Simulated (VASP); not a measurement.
# EuO (Fm-3m) in VASP: single point with LDA+U

Aim: the single point of EuO with LDA+U.

Program: VASP 6.6.1. These are calculated values, not measurements. Logs are shortened: lines on timing, memory, paths and dates and some standing lists are left out, and cuts for length are marked.

## Step 1: The cell of the first run

Symmetry: Fm-3m, No. 225, cubic system. The conventional cell has a = 5.144 Å, b = 5.144 Å, c = 5.144 Å, α = 90.00°, β = 90.00°, γ = 90.00°. Eu (site symmetry m-3m) has 6 O at 2.57 Å within 3.4 Å. O (site symmetry m-3m) has 6 Eu at 2.57 Å within 3.4 Å.

## Step 2: Single point, LDA+U, collinear spin, ferrimagnetic start

Input file INCAR:

```
PREC = Accurate ; ENCUT = 600
EDIFF = 1E-6 ; ISMEAR = 0
SIGMA = 0.05 ; LREAL = F
LASPH = T ; NELM = 200
ALGO = Normal ; ISIF = 2
LWAVE = F ; LCHARG = F
ISPIN = 2 ; MAGMOM = 7.43 -3.22 -0.02 -0.02
LORBIT = 11 ; LMAXMIX = 6
LDAU = T ; LDAUTYPE = 2
LDAUL = 3 -1 ; LDAUU = 8 0
LDAUJ = 0 0 ; LDAUPRINT = 1
GGA = CA ; NBANDS = 35
GGA_COMPAT = F
```

Input file KPOINTS:

```
regular mesh
0
Gamma
  6 6 6
```

Input file POSCAR:

```
EuO
1.0
    0.0000000000      2.5719519700      2.5719519700
    2.5719519700      0.0000000000      2.5719519700
    5.1439039400      5.1439039400      0.0000000000
Eu O
2 2
Direct
    0.5000000000      0.5000000000      0.2500000000
    0.5000000000      0.5000000000      0.7500000000
    0.0000000000      0.0000000000      0.0000000000
    0.0000000000      0.0000000000      0.5000000000
```

Potentials or basis: VASP PAW PBE potentials, release 64 (Eu, O).

Command:

```bash
cat potpaw_PBE.64/Eu/POTCAR potpaw_PBE.64/O/POTCAR > POTCAR
mpirun -np 1 vasp_std > vasp.out
```

OUTCAR:

```text
PREC = Accurate
   ENCUT = 600
   EDIFF = 1E-6
   ISMEAR = 0
   LREAL = F
   LASPH = T
   NELM = 200
   ISIF = 2
   ISPIN = 2
   LORBIT = 11
   GGA = CA

 ion  position               nearest neighbor table
   1  0.500  0.500  0.250-   3 2.57   3 2.57   4 2.57   3 2.57   4 2.57   4 2.57
   2  0.500  0.500  0.750-   4 2.57   3 2.57   4 2.57   3 2.57   4 2.57   3 2.57
   3  0.000  0.000  0.000-   2 2.57   1 2.57   2 2.57   1 2.57   2 2.57   1 2.57
   4  0.000  0.000  0.500-   1 2.57   1 2.57   2 2.57   1 2.57   2 2.57   2 2.57

  LATTYP: Found a trigonal (rhomboedric) cell.
 ALAT       =     6.2999699694
 COS(alpha) =     0.8333333333

  Lattice vectors:

 A1 = (   5.1439039400,   2.5719519700,  -2.5719519700)
 A2 = (   2.5719519700,   2.5719519700,  -5.1439039400)
 A3 = (   2.5719519700,   5.1439039400,  -2.5719519700)

Analysis of symmetry for initial positions (statically):
=====================================================================
 Subroutine PRICEL returns following result:

  LATTYP: Found a face centered cubic cell.
 ALAT       =     5.1439039400

  Lattice vectors:

 A1 = (   0.0000000000,   2.5719519700,   2.5719519700)
 A2 = (   2.5719519700,   0.0000000000,   2.5719519700)
 A3 = (   2.5719519700,   2.5719519700,   0.0000000000)

   2 primitive cells build up your supercell.

 Routine SETGRP: Setting up the symmetry group for a
 trigonal (rhombohedral) supercell.

 Subroutine GETGRP returns: Found 12 space group operations
 (whereof 12 operations were pure point group operations)
 out of a pool of 12 trial point group operations.

The static configuration has the point symmetry D_3d.

Analysis of symmetry for dynamics (positions and initial velocities):
=====================================================================
 Subroutine PRICEL returns following result:

  LATTYP: Found a face centered cubic cell.
 ALAT       =     5.1439039400

  Lattice vectors:

 A1 = (   0.0000000000,   2.5719519700,   2.5719519700)
 A2 = (   2.5719519700,   0.0000000000,   2.5719519700)
 A3 = (   2.5719519700,   2.5719519700,   0.0000000000)

   2 primitive cells build up your supercell.

 Routine SETGRP: Setting up the symmetry group for a
 trigonal (rhombohedral) supercell.

 Subroutine GETGRP returns: Found 12 space group operations
 (whereof 12 operations were pure point group operations)
 out of a pool of 12 trial point group operations.

[... 201 lines left out ...]
  o =  0.9791  v = -0.5353  0.0000 -0.0846  0.7319  0.0944 -0.0575  0.3981  0.0000  0.0000  0.0000  0.0000  0.0000  0.0000  0.0000      0.0000  0.0000  0.0000  0.0000  0.0000  0.0000  0.0000  0.0000  0.0000  0.0000  0.0000  0.0000  0.0000  0.0000
  o =  0.9791  v = -0.3184  0.0000 -0.5212 -0.1259  0.5195 -0.3345 -0.4790  0.0000  0.0000  0.0000  0.0000  0.0000  0.0000  0.0000      0.0000  0.0000  0.0000  0.0000  0.0000  0.0000  0.0000  0.0000  0.0000  0.0000  0.0000  0.0000  0.0000  0.0000
  o =  0.9799  v = -0.4564  0.0098 -0.3535 -0.5773 -0.3535  0.0000  0.4564  0.0000  0.0000  0.0000  0.0000  0.0000  0.0000  0.0000      0.0000  0.0000  0.0000  0.0000  0.0000  0.0000  0.0000  0.0000  0.0000  0.0000  0.0000  0.0000  0.0000  0.0000

atom =   2  type =  1  l = 3

 onsite density matrix

spin component  1

  0.0031 -0.0000  0.0014 -0.0000 -0.0000 -0.0000 -0.0000
 -0.0000  0.0002 -0.0000 -0.0000 -0.0000 -0.0000  0.0000
  0.0014 -0.0000  0.0024  0.0000  0.0000  0.0000  0.0000
 -0.0000 -0.0000  0.0000  0.0042  0.0000 -0.0000  0.0000
 -0.0000 -0.0000  0.0000  0.0000  0.0024 -0.0000 -0.0014
 -0.0000 -0.0000  0.0000 -0.0000 -0.0000  0.0013 -0.0000
 -0.0000  0.0000  0.0000  0.0000 -0.0014 -0.0000  0.0031

spin component  2

  0.9788 -0.0001  0.0006  0.0001  0.0000  0.0001 -0.0005
 -0.0001  0.9689 -0.0000 -0.0001 -0.0000  0.0000  0.0001
  0.0006 -0.0000  0.9784  0.0004 -0.0000  0.0003 -0.0000
  0.0001 -0.0001  0.0004  0.9792  0.0004  0.0000 -0.0001
  0.0000 -0.0000 -0.0000  0.0004  0.9784 -0.0003 -0.0006
  0.0001  0.0000  0.0003  0.0000 -0.0003  0.9780  0.0001
 -0.0005  0.0001 -0.0000 -0.0001 -0.0006  0.0001  0.9788

 occupancies and eigenvectors

  o =  0.0002  v = -0.0038 -1.0000 -0.0029 -0.0048 -0.0029 -0.0000  0.0038  0.0000  0.0000  0.0000  0.0000  0.0000  0.0000  0.0000      0.0000  0.0000  0.0000  0.0000  0.0000  0.0000  0.0000  0.0000  0.0000  0.0000  0.0000  0.0000  0.0000  0.0000
  o =  0.0012  v =  0.3536 -0.0000 -0.4564  0.0000  0.4564  0.5774  0.3536  0.0000  0.0000  0.0000  0.0000  0.0000  0.0000  0.0000      0.0000  0.0000  0.0000  0.0000  0.0000  0.0000  0.0000  0.0000  0.0000  0.0000  0.0000  0.0000  0.0000  0.0000
  o =  0.0013  v = -0.4607 -0.0000  0.6001 -0.0085  0.5125  0.1123  0.3903  0.0000  0.0000  0.0000  0.0000  0.0000  0.0000  0.0000      0.0000  0.0000  0.0000  0.0000  0.0000  0.0000  0.0000  0.0000  0.0000  0.0000  0.0000  0.0000  0.0000  0.0000
  o =  0.0013  v = -0.1943  0.0000  0.2379  0.0012 -0.3924  0.8087 -0.3125  0.0000  0.0000  0.0000  0.0000  0.0000  0.0000  0.0000      0.0000  0.0000  0.0000  0.0000  0.0000  0.0000  0.0000  0.0000  0.0000  0.0000  0.0000  0.0000  0.0000  0.0000
  o =  0.0042  v = -0.2519 -0.0000 -0.1851  0.8095 -0.2989  0.0011  0.3970  0.0000  0.0000  0.0000  0.0000  0.0000  0.0000  0.0000      0.0000  0.0000  0.0000  0.0000  0.0000  0.0000  0.0000  0.0000  0.0000  0.0000  0.0000  0.0000  0.0000  0.0000
  o =  0.0042  v = -0.5943 -0.0000 -0.4645  0.1065  0.4008 -0.0085 -0.5089  0.0000  0.0000  0.0000  0.0000  0.0000  0.0000  0.0000      0.0000  0.0000  0.0000  0.0000  0.0000  0.0000  0.0000  0.0000  0.0000  0.0000  0.0000  0.0000  0.0000  0.0000
  o =  0.0042  v =  0.4564 -0.0083  0.3535  0.5773  0.3535 -0.0000 -0.4564  0.0000  0.0000  0.0000  0.0000  0.0000  0.0000  0.0000      0.0000  0.0000  0.0000  0.0000  0.0000  0.0000  0.0000  0.0000  0.0000  0.0000  0.0000  0.0000  0.0000  0.0000
  o =  0.9688  v =  0.0000  0.0000  0.0000  0.0000  0.0000  0.0000  0.0000 -0.0045 -1.0000 -0.0035 -0.0057 -0.0035  0.0000  0.0045      0.0000  0.0000  0.0000  0.0000  0.0000  0.0000  0.0000  0.0000  0.0000  0.0000  0.0000  0.0000  0.0000  0.0000
  o =  0.9776  v =  0.0000  0.0000  0.0000  0.0000  0.0000  0.0000  0.0000 -0.3536  0.0000  0.4564  0.0000 -0.4564 -0.5774 -0.3536      0.0000  0.0000  0.0000  0.0000  0.0000  0.0000  0.0000  0.0000  0.0000  0.0000  0.0000  0.0000  0.0000  0.0000
  o =  0.9779  v =  0.0000  0.0000  0.0000  0.0000  0.0000  0.0000  0.0000  0.3591 -0.0000 -0.6216  0.3317 -0.5691 -0.1734 -0.1438      0.0000  0.0000  0.0000  0.0000  0.0000  0.0000  0.0000  0.0000  0.0000  0.0000  0.0000  0.0000  0.0000  0.0000
  o =  0.9779  v =  0.0000  0.0000  0.0000  0.0000  0.0000  0.0000  0.0000 -0.3875 -0.0000 -0.0339  0.0797 -0.2523  0.7213 -0.5084      0.0000  0.0000  0.0000  0.0000  0.0000  0.0000  0.0000  0.0000  0.0000  0.0000  0.0000  0.0000  0.0000  0.0000
  o =  0.9791  v =  0.0000  0.0000  0.0000  0.0000  0.0000  0.0000  0.0000 -0.6148 -0.0000 -0.3972  0.4822  0.4056 -0.2592  0.0016      0.0000  0.0000  0.0000  0.0000  0.0000  0.0000  0.0000  0.0000  0.0000  0.0000  0.0000  0.0000  0.0000  0.0000
  o =  0.9791  v =  0.0000  0.0000  0.0000  0.0000  0.0000  0.0000  0.0000 -0.0980  0.0000  0.3483  0.5637 -0.3385  0.2217  0.6226      0.0000  0.0000  0.0000  0.0000  0.0000  0.0000  0.0000  0.0000  0.0000  0.0000  0.0000  0.0000  0.0000  0.0000
  o =  0.9799  v =  0.0000  0.0000  0.0000  0.0000  0.0000  0.0000  0.0000  0.4564 -0.0099  0.3535  0.5773  0.3535  0.0000 -0.4564      0.0000  0.0000  0.0000  0.0000  0.0000  0.0000  0.0000  0.0000  0.0000  0.0000  0.0000  0.0000  0.0000  0.0000

 number of electron      45.9999999 magnetization      -0.0000973

 Free energy of the ion-electron system (eV)
  ---------------------------------------------------
  ext. energy  EPLUGINS =         0.00000000
  ---------------------------------------------------
  free energy    TOTEN  =       -43.77741025 eV

  energy without entropy =      -43.77741025  energy(sigma->0) =      -43.77741025

 E-fermi :   2.8231     XC(G=0): -11.2601

 val. band max:        2.5259492757   @ k =   0.0000   0.0000   0.0000
 cond. band min:       3.5023828041   @ k =   0.5000   0.0000   0.0000
 fundamental gap:      0.9764335284
 Fermi energy:         2.8231380332

 spin component 1

 k-point     1 :       0.0000    0.0000    0.0000
  band No.  band energies     occupation
      1     -35.8391      1.00000
      2     -33.0149      1.00000
      3     -16.2742      1.00000
      4     -14.6753      1.00000
      5     -14.6753      1.00000
      6     -14.0665      1.00000
[... 1817 lines left out ...]
     34      11.8000      0.00000
     35      12.1177      0.00000

 [... further k-points ...]
[... 5 lines left out ...]
  --------------------------------------------------------------------------------------
  -------------------------------------------------------------------------------------
  Total       -2.3571886     -2.3571886     -2.3571886      0.0397433     -0.0397433     -0.0397433
  in kB      -55.4953194    -55.4953194    -55.4953194      0.9356771     -0.9356771     -0.9356771
  external PRESSURE =     -55.4953194 kB  Pullay stress =       0.0000000 kB

 VOLUME and BASIS-vectors are now :
 -----------------------------------------------------------------------------
  energy-cutoff  :      600.00
  volume of cell :       68.05
      direct lattice vectors                 reciprocal lattice vectors
     0.000000000  2.571951970  2.571951970    -0.194404875  0.194404875  0.194404875
     2.571951970  0.000000000  2.571951970     0.194404875 -0.194404875  0.194404875
     5.143903940  5.143903940  0.000000000     0.097202437  0.097202437 -0.097202437

 POSITION                                       TOTAL-FORCE (eV/Angst)
 -----------------------------------------------------------------------------------
      2.57195      2.57195      2.57195         0.000000      0.000000     -0.000000
      5.14390      5.14390      2.57195         0.000000      0.000000     -0.000000
      0.00000      0.00000      0.00000        -0.000187     -0.000187      0.000187
      2.57195      2.57195      0.00000         0.000187      0.000187     -0.000187
 -----------------------------------------------------------------------------------
    total drift:                                0.000000      0.000000      0.000000

  FREE ENERGIE OF THE ION-ELECTRON SYSTEM (eV)
  ---------------------------------------------------
  free  energy   TOTEN  =       -43.7774102533 eV

  energy  without entropy=      -43.7774102533  energy(sigma->0) =      -43.77741025

 total charge

# of ion       s       p       d       f       tot
--------------------------------------------------
    1        2.026   5.747   0.293   6.848  14.913
    2        2.026   5.746   0.293   6.848  14.913
    3        1.538   3.382   0.000   0.000   4.920
    4        1.538   3.382   0.000   0.000   4.920
--------------------------------------------------
tot          7.128  18.257   0.586  13.696  39.667

 magnetization (x)

# of ion       s       p       d       f       tot
--------------------------------------------------
    1       -0.009  -0.089   0.036   6.816   6.755
    2        0.009   0.089  -0.036  -6.816  -6.755
    3        0.000   0.000   0.000   0.000   0.000
    4        0.000   0.000   0.000   0.000   0.000
--------------------------------------------------
tot          0.000  -0.000  -0.000   0.000  -0.000
```

It took 7.3 min on 1 thread of Intel Xeon Platinum 8375C at 2.90GHz (Ice Lake), shared host; peak memory 0.3 GiB.

What came out:

| Item | Value |
| --- | --- |
| Free energy | -43.7774 eV |
| Pressure | -5.5 GPa |
| Band gap on the k mesh | 0.98 eV |
| Net moment | 0.00 μB per cell |
| Site moments | Eu +6.75, -6.75; O +0.00 μB |
| Valence electrons inside the program's atomic spheres | Eu 14.91; O 4.92 |

Eigenvalues of the final occupation matrices:
| site | spin | trace | eigenvalues |
| --- | --- | --- | --- |
| site 1 f | 1 | 6.84 | 0.97 0.98 0.98 0.98 0.98 0.98 0.98 |
| site 1 f | 2 | 0.02 | 0.00 0.00 0.00 0.00 0.00 0.00 0.00 |
| site 2 f | 1 | 0.02 | 0.00 0.00 0.00 0.00 0.00 0.00 0.00 |
| site 2 f | 2 | 6.84 | 0.97 0.98 0.98 0.98 0.98 0.98 0.98 |

Caveat: the cell stands under tension; the PAW data sets were made with another functional, which shifts forces and pressure a little; spin-orbit coupling is left out, which moves the levels of the heavy elements. The state reached can hang on the start; a lower one may exist.
